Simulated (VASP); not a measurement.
# CuI (F-43m) in VASP: single point with PBE

Aim: the single point of CuI with PBE.

Program: VASP 6.6.1. These are calculated values, not measurements. Logs are shortened: lines on timing, memory, paths and dates and some standing lists are left out, and cuts for length are marked.

## (1) The cell of the first run

It takes space group F-43m (No. 216, cubic). The conventional cell has a = 6.079 Å, b = 6.079 Å, c = 6.079 Å, α = 90.00°, β = 90.00°, γ = 90.00°. Cu (site symmetry -43m) has 4 I at 2.63 Å within 3.5 Å. Within 3.5 Å of I (site symmetry -43m) lie 4 Cu at 2.63 Å.

## (2) Single point, PBE

INCAR

```
SYSTEM = CuI
PREC = Accurate ; ENCUT = 600
EDIFF = 1E-6 ; ISMEAR = 0
SIGMA = 0.02 ; LREAL = .FALSE.
LASPH = .TRUE. ; NELM = 120
ALGO = Normal ; ISIF = 2
LWAVE = .FALSE. ; LCHARG = .FALSE.
GGA = PE ; NBANDS = 16
GGA_COMPAT = .FALSE.
```

KPOINTS

```
Automatic mesh
0
G
  8 8 8
  0 0 0
```

POSCAR

```
CuI
1.0
    0.0000000000      3.0395485173      3.0395485173
    3.0395485173      0.0000000000      3.0395485173
    3.0395485173      3.0395485173      0.0000000000
Cu I
1 1
Direct
    0.2500000000      0.2500000000      0.2500000000
    0.0000000000      0.0000000000      0.0000000000
```

Potentials or basis: VASP PAW PBE potentials, release 64 (Cu, I).

Command:

```console
$ cat potpaw_PBE.64/Cu/POTCAR potpaw_PBE.64/I/POTCAR > POTCAR
$ mpirun -np 1 vasp_std > vasp.out
```

OUTCAR:

```text
SYSTEM = CuI
   PREC = Accurate
   ENCUT = 600
   EDIFF = 1E-6
   ISMEAR = 0
   LREAL = .FALSE.
   LASPH = .TRUE.
   NELM = 120
   ISIF = 2
   GGA = PE

 ion  position               nearest neighbor table
   1  0.250  0.250  0.250-   2 2.63   2 2.63   2 2.63   2 2.63
   2  0.000  0.000  0.000-   1 2.63   1 2.63   1 2.63   1 2.63

  LATTYP: Found a face centered cubic cell.
 ALAT       =     6.0790970346

  Lattice vectors:

 A1 = (   0.0000000000,   3.0395485173,   3.0395485173)
 A2 = (   3.0395485173,   0.0000000000,   3.0395485173)
 A3 = (   3.0395485173,   3.0395485173,   0.0000000000)

Analysis of symmetry for initial positions (statically):
=====================================================================
 Subroutine PRICEL returns:
 Original cell was already a primitive cell.

 Routine SETGRP: Setting up the symmetry group for a
 face centered cubic supercell.

 Subroutine GETGRP returns: Found 24 space group operations
 (whereof 24 operations were pure point group operations)
 out of a pool of 48 trial point group operations.

The static configuration has the point symmetry T_d .

Analysis of symmetry for dynamics (positions and initial velocities):
=====================================================================
 Subroutine PRICEL returns:
 Original cell was already a primitive cell.

 Routine SETGRP: Setting up the symmetry group for a
 face centered cubic supercell.

 Subroutine GETGRP returns: Found 24 space group operations
 (whereof 24 operations were pure point group operations)
 out of a pool of 48 trial point group operations.

The dynamic configuration has the point symmetry T_d .

 Subroutine INISYM returns: Found 24 space group operations
 (whereof 24 operations are pure point group operations),
 and found     1 'primitive' translations

----------------------------------------------------------------------------------------

                                     Primitive cell

  volume of cell :      56.1639

  direct lattice vectors                    reciprocal lattice vectors
     0.000000000  3.039548517  3.039548517    -0.164498114  0.164498114  0.164498114
     3.039548517  0.000000000  3.039548517     0.164498114 -0.164498114  0.164498114
     3.039548517  3.039548517  0.000000000     0.164498114  0.164498114 -0.164498114

  length of vectors
     4.298570737  4.298570737  4.298570737     0.284919092  0.284919092  0.284919092

  position of ions in fractional coordinates (direct lattice)
     0.250000000  0.250000000  0.250000000
     0.000000000  0.000000000  0.000000000

  ion indices of the primitive-cell ions
   primitive index   ion index
                 1           1
                 2           2

----------------------------------------------------------------------------------------

 KPOINTS: Automatic mesh

Automatic generation of k-mesh.
 Grid dimensions read from file:
 generate k-points for:    8    8    8

 Generating k-lattice:

  Cartesian coordinates                     Fractional coordinates (reciprocal lattice)
    -0.020562264  0.020562264  0.020562264     0.125000000  0.000000000  0.000000000
     0.020562264 -0.020562264  0.020562264     0.000000000  0.125000000  0.000000000
     0.020562264  0.020562264 -0.020562264     0.000000000  0.000000000  0.125000000

  Length of vectors
     0.035614887  0.035614887  0.035614887

  Shift w.r.t. Gamma in fractional coordinates (k-lattice)
     0.000000000  0.000000000  0.000000000

 Subroutine IBZKPT returns following result:
 ===========================================

 Found     29 irreducible k-points:

 Following reciprocal coordinates:
            Coordinates               Weight
  0.000000  0.000000  0.000000      1.000000
  0.125000  0.000000  0.000000      8.000000
  0.250000  0.000000  0.000000      8.000000
  0.375000  0.000000  0.000000      8.000000
  0.500000  0.000000  0.000000      4.000000
  0.125000  0.125000  0.000000      6.000000
[... 16 lines left out ...]
  0.500000  0.250000  0.125000     48.000000
 -0.375000  0.250000  0.125000     24.000000
 [... further k-points ...]
   k-points           NKPTS =     29   k-points in BZ     NKDIM =     29   number of bands    NBANDS=     16
   number of dos      NEDOS =    301   number of ions     NIONS =      2
   total plane-waves  NPLWV =  46656
   dimension x,y,z NGX =    36 NGY =   36 NGZ =   36
   dimension x,y,z NGXF=    72 NGYF=   72 NGZF=   72
   ions per type =               1   1
   NGX,Y,Z   is equivalent  to a cutoff of  13.92, 13.92, 13.92 a.u.
   NGXF,Y,Z  is equivalent  to a cutoff of  27.85, 27.85, 27.85 a.u.
 SYSTEM =  CuI
   PREC   = accura    normal or accurate (medium, high low for compatibility)
   ISTART =      0    job   : 0-new  1-cont  2-samecut
   ICHARG =      2    charge: 1-file 2-atom 10-const
   ISPIN  =      1    spin polarized calculation?
   LNONCOLLINEAR =      F non collinear calculations
   LSORBIT =      F    spin-orbit coupling
   LASPH  =      T    aspherical Exc in radial PAW
   ENCUT  =  600.0 eV  44.10 Ry    6.64 a.u.   8.59  8.59  8.59*2*pi/ulx,y,z
   NELM   =    120;   NELMIN=  2; NELMDL= -5     # of ELM steps
   EDIFF  = 0.1E-05   stopping-criterion for ELM
   LREAL  =      F    real-space projection
[... 7 lines left out ...]
   TEBEG  =    0.0;   TEEND  =   0.0 temperature during run
   PSTRESS=    0.0 pullay stress
   NELECT =      18.0000    total number of electrons
   NUPDOWN=      -1.0000    fix difference up-down
   EMIN   =  10.00;   EMAX   =-10.00  energy-range for DOS
   EFERMI =   0.00;   METHOD = LEGACY
   ISMEAR =     0;   SIGMA  =   0.02  broadening in eV -4-tet -1-fermi 0-gaus
   EFERMI_NEDOS =   21; number of points for ismear=-14 and -15
   IALGO  =     38    algorithm
   IMIX   =      4    mixing-type and parameters
     AMIX     =   0.40;   BMIX     =  1.00
     AMIX_MAG =   1.60;   BMIX_MAG =  1.00
  volume/ion in A,a.u.               =      28.08       189.51
  Fermi-wavevector in a.u.,A,eV,Ry     =   1.120332  2.117120 17.077256  1.255143
  Thomas-Fermi vector in A             =   2.256977
   LORBIT       =      0    0 simple, 1 ext, 2 COOP (PROOUT), +10 PAW based schemes
   GGA     = PE    functional components
   LHFCALC =     F    Hartree Fock is set to
   AEXX    =    0.0000 exact exchange contribution
   IVDW    =     0    specifies the selected vdW correction
   LEPSILON=     F    determine dielectric tensor
   LRPA    =     F    only Hartree local field effects (RPA)
 non-spin polarized calculation
 Gauss-broadening in eV      SIGMA  =   0.02
  energy-cutoff  :      600.00
  volume of cell :       56.16
 maximum number of plane-waves:      1895
 NGX is ok and might be reduce to    36
   NGX = 17   NGY = 17   NGZ = 17

 number of electron      18.0000008 magnetization

 Free energy of the ion-electron system (eV)
  ---------------------------------------------------
  ext. energy  EPLUGINS =         0.00000000
  ---------------------------------------------------
  free energy    TOTEN  =        -5.56257036 eV

  energy without entropy =       -5.56257036  energy(sigma->0) =       -5.56257036

 E-fermi :   4.4578     XC(G=0):  -8.9002

 val. band max:        4.3450253789   @ k =   0.0000   0.0000   0.0000
 cond. band min:       5.4674268460   @ k =   0.0000   0.0000   0.0000
 fundamental gap:      1.1224014670
 Fermi energy:         4.4577535733

 k-point     1 :       0.0000    0.0000    0.0000
  band No.  band energies     occupation
      1      -9.6242      2.00000
      2       0.7418      2.00000
      3       0.7418      2.00000
      4       0.7418      2.00000
      5       2.5269      2.00000
      6       2.5269      2.00000
[... 8 lines left out ...]
     15      13.9077      0.00000
     16      13.9077      0.00000

 k-point     2 :       0.1250    0.0000    0.0000
  band No.  band energies     occupation
      1      -9.5532      2.00000
      2       0.4465      2.00000
      3       0.7472      2.00000
      4       0.7472      2.00000
      5       2.5209      2.00000
      6       2.5209      2.00000
[... 8 lines left out ...]
     15      13.2598      0.00000
     16      13.2669      0.00000

 k-point     3 :       0.2500    0.0000    0.0000
  band No.  band energies     occupation
      1      -9.3715      2.00000
      2      -0.2503      2.00000
      3       0.7570      2.00000
      4       0.7570      2.00000
      5       2.5181      2.00000
      6       2.5181      2.00000
[... 8 lines left out ...]
     15      13.0594      0.00000
     16      13.2658      0.00000

 k-point     4 :       0.3750    0.0000    0.0000
  band No.  band energies     occupation
      1      -9.1725      2.00000
      2      -0.9183      2.00000
      3       0.7621      2.00000
      4       0.7621      2.00000
      5       2.5374      2.00000
      6       2.5374      2.00000
[... 8 lines left out ...]
     15      13.9659      0.00000
     16      13.9659      0.00000

 k-point     5 :       0.5000    0.0000    0.0000
  band No.  band energies     occupation
      1      -9.0841      2.00000
      2      -1.1881      2.00000
      3       0.7626      2.00000
      4       0.7626      2.00000
      5       2.5544      2.00000
      6       2.5544      2.00000
[... 8 lines left out ...]
     15      15.1921      0.00000
     16      15.1921      0.00000

 k-point     6 :       0.1250    0.1250    0.0000
  band No.  band energies     occupation
      1      -9.5295      2.00000
      2       0.4094      2.00000
      3       0.7247      2.00000
      4       0.7247      2.00000
      5       2.4959      2.00000
      6       2.5394      2.00000
[... 8 lines left out ...]
     15      13.6792      0.00000
     16      14.0616      0.00000
[... 267 lines left out ...]
 k-point    21 :       0.5000    0.5000    0.0000
  band No.  band energies     occupation
      1      -8.9011      2.00000
      2      -1.1741      2.00000
      3       0.6288      2.00000
      4       0.6288      2.00000
      5       2.5039      2.00000
      6       2.5828      2.00000
[... 8 lines left out ...]
     15      15.5942      0.00000
     16      16.3350      0.00000

 k-point    22 :       0.3750    0.2500    0.1250
  band No.  band energies     occupation
      1      -9.2306      2.00000
      2      -0.4504      2.00000
      3       0.5247      2.00000
      4       0.7408      2.00000
      5       2.4591      2.00000
      6       2.5635      2.00000
[... 8 lines left out ...]
     15      14.5954      0.00000
     16      15.6413      0.00000

 k-point    23 :       0.5000    0.2500    0.1250
  band No.  band energies     occupation
      1      -9.0657      2.00000
      2      -0.7880      2.00000
      3       0.3021      2.00000
      4       0.7258      2.00000
      5       2.4816      2.00000
      6       2.5421      2.00000
[... 8 lines left out ...]
     15      14.9659      0.00000
     16      15.8001      0.00000

 k-point    24 :      -0.3750    0.2500    0.1250
  band No.  band energies     occupation
      1      -8.9934      2.00000
      2      -0.9312      2.00000
      3       0.2055      2.00000
      4       0.7125      2.00000
      5       2.4643      2.00000
      6       2.5382      2.00000
[... 8 lines left out ...]
     15      15.0749      0.00000
     16      15.6232      0.00000

 [... further k-points ...]
[... 5 lines left out ...]
  --------------------------------------------------------------------------------------
  -------------------------------------------------------------------------------------
  Total       -0.0088794     -0.0088794     -0.0088794      0.0000000      0.0000000      0.0000000
  in kB       -0.2533019     -0.2533019     -0.2533019      0.0000000      0.0000000      0.0000000
  external PRESSURE =      -0.2533019 kB  Pullay stress =       0.0000000 kB

 VOLUME and BASIS-vectors are now :
 -----------------------------------------------------------------------------
  energy-cutoff  :      600.00
  volume of cell :       56.16
      direct lattice vectors                 reciprocal lattice vectors
     0.000000000  3.039548517  3.039548517    -0.164498114  0.164498114  0.164498114
     3.039548517  0.000000000  3.039548517     0.164498114 -0.164498114  0.164498114
     3.039548517  3.039548517  0.000000000     0.164498114  0.164498114 -0.164498114

 POSITION                                       TOTAL-FORCE (eV/Angst)
 -----------------------------------------------------------------------------------
      1.51977      1.51977      1.51977         0.000000      0.000000      0.000000
      0.00000      0.00000      0.00000        -0.000000     -0.000000     -0.000000
 -----------------------------------------------------------------------------------
    total drift:                                0.000000      0.000000      0.000000

  FREE ENERGIE OF THE ION-ELECTRON SYSTEM (eV)
  ---------------------------------------------------
  free  energy   TOTEN  =        -5.5625703556 eV

  energy  without entropy=       -5.5625703556  energy(sigma->0) =       -5.56257036
```

It took 36 s on 1 thread of Intel Xeon Platinum 8375C at 2.90GHz (Ice Lake), shared host; peak memory 0.22 GiB.

Results:

```
Free energy            : -5.5626 eV
Pressure               : 0.0 GPa
Band gap on the k mesh : 1.12 eV
```

Caveat: spin-orbit coupling is left out, which moves the levels of the heavy elements.
